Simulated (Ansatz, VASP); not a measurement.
**Two plane-wave programs on AlN**

INCAR

```
  ALGO = Normal
  EDIFF = 1E-7
  ENCUT = 520
  GGA = PS
  ISIF = 2
  ISMEAR = 0
  LASPH = T
  LCHARG = F
  LREAL = F
  LWAVE = F
  NBANDS = 16
  NELM = 60
  PREC = Accurate
  SIGMA = 0.05
```

Contents of KPOINTS:

```
k-points
0
Gamma
  9 9 6
```

POSCAR

```
AlN
1.0
    3.3609000000      0.0000000000      0.0000000000
   -1.6804500000      2.9106247796      0.0000000000
    0.0000000000      0.0000000000      4.0986000000
Al N
2 2
Direct
    0.3333333333      0.6666666667      0.7500000000
    0.6666666667      0.3333333333      0.2500000000
    0.3333333333      0.6666666667      0.2500000000
    0.6666666667      0.3333333333      0.7500000000
```

Input for Ansatz:

```yaml
crystal:
  lattice:
    - [3.3609, 0.0, 0.0]
    - [-1.68045, 2.9106247796, 0.0]
    - [0.0, 0.0, 4.0986]
  atoms:
    - { symbol: Al, position: [0.3333333333, 0.6666666667, 0.75] }
    - { symbol: Al, position: [0.6666666667, 0.3333333333, 0.25] }
    - { symbol: "N", position: [0.3333333333, 0.6666666667, 0.25] }
    - { symbol: "N", position: [0.6666666667, 0.3333333333, 0.75] }
basis:
  ecutwfc: 520.0
kpoints:
  mp_grid: { grid: [9, 9, 6] }
hamiltonian:
  xc: pbesol
  pseudopotentials: { kind: paw, azcp: { folder: soft_1 } }
scf:
  occupations: { method: gaussian, width: 0.05 }
output:
  forces: true
  stress: true
  eigenvalues: true
  write_density: true
  write_potential: true
  elf: true
  volumetric_format: npy
```

Alike in both runs: task single point; functional PBEsol; k mesh 9 × 9 × 6; occupations gaussian, width 0.05 eV; no spin polarisation.

|  | VASP | Ansatz |
| --- | --- | --- |
| version | VASP 6.6.1 | Ansatz 0.2.0 |
| potentials or method | VASP PAW PBE potentials, release 64 (Al, N), cutoff 520 eV | scalar-relativistic, plane waves, PAW |
| valence electrons in the cell | 16 | 16 |

Ansatz gave:

* gap on the k mesh at the Fermi level (eV): 3.22
* least direct gap on the mesh (eV): 3.22
* pressure (GPa): -5.6
* traceless stress, the component that is largest in VASP (GPa): 3.90

Which values does VASP return?

gap on the k mesh at the Fermi level (eV): 3.23; least direct gap on the mesh (eV): 3.23; pressure (GPa): -5.6; traceless stress, the component that is largest in VASP (GPa): 3.93.

VASP's potentials were made for PBE, not for PBEsol, and Ansatz warns of the same on its side. The functional is the same, so the differences come from potentials, cutoffs and numerics.
